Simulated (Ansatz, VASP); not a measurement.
Two plane-wave programs on Ti

File INCAR:

```
SYSTEM = Ti
ALGO = Fast
EDIFF = 1E-6
EDIFFG = -0.005
ENCUT = 600
GGA = CA
IBRION = 2
ISIF = 3
ISMEAR = 0
LASPH = .True.
LCHARG = .False.
LREAL = .False.
LWAVE = .False.
NELM = 80
NSW = 100
PREC = Accurate
SIGMA = 0.1
```

File KPOINTS:

```
k-points
0
Gamma
  18 18 10
  0 0 0
```

POSCAR

```
Ti
1.0
    2.8676284263      0.0000000000      0.0000000000
   -1.4338142131      2.4834390658      0.0000000000
    0.0000000000      0.0000000000      4.5228423497
Ti
2
Direct
    0.3333333333      0.6666666667      0.2500000000
    0.6666666667      0.3333333333      0.7500000000
```

Input for Ansatz:

```yaml
crystal:
  lattice:
    - [2.8676284263, 0.0, 0.0]
    - [-1.4338142131, 2.4834390658, 0.0]
    - [0.0, 0.0, 4.5228423497]
  atoms:
    - { symbol: Ti, position: [0.3333333333, 0.6666666667, 0.25] }
    - { symbol: Ti, position: [0.6666666667, 0.3333333333, 0.75] }
basis:
  ecutwfc: 420
kpoints:
  mp_grid: { grid: [18, 18, 10] }
hamiltonian:
  xc: lda
  pseudopotentials: { kind: paw, azcp: { folder: soft_1 } }
scf:
  occupations: { method: gaussian, width: 0.1 }
output:
  forces: true
  stress: true
  eigenvalues: true
relax:
  adjacent_minimum: "off"
  f_tol: 0.005
  max_steps: 80
  cell: { stress_tol: 0.05 }
```

Alike in both runs: task relaxation of cell and atoms; functional LDA; k mesh 18 × 18 × 10; occupations gaussian, width 0.1 eV; no spin polarisation.

```csv
,VASP,Ansatz
version,VASP 6.6.1,Ansatz 0.2.0
potentials or method,"VASP PAW LDA potentials, release 64 (Ti_sv), cutoff 600 eV","scalar-relativistic, plane waves, PAW"
valence electrons in the cell,24,24
```

|  | VASP | Ansatz | Ansatz less VASP |
| --- | --- | --- | --- |
| gap on the k mesh at the Fermi level, each at its own relaxed structure (eV) | none | none | - |
| relaxed volume (Å³/atom) | 16.08 | 16.11 | +0.027 |
| relaxed length of the cell vector where the two differ most in proportion (Å) | 2.862 | 2.864 | +0.0017 |

Ansatz warns that its potentials were made for another functional, while VASP's fit it. LDA's correlation is that of Perdew and Zunger in VASP and of Perdew and Wang (1992) in Ansatz. A gap of «none» marks a metal or a gap that the smearing closes.
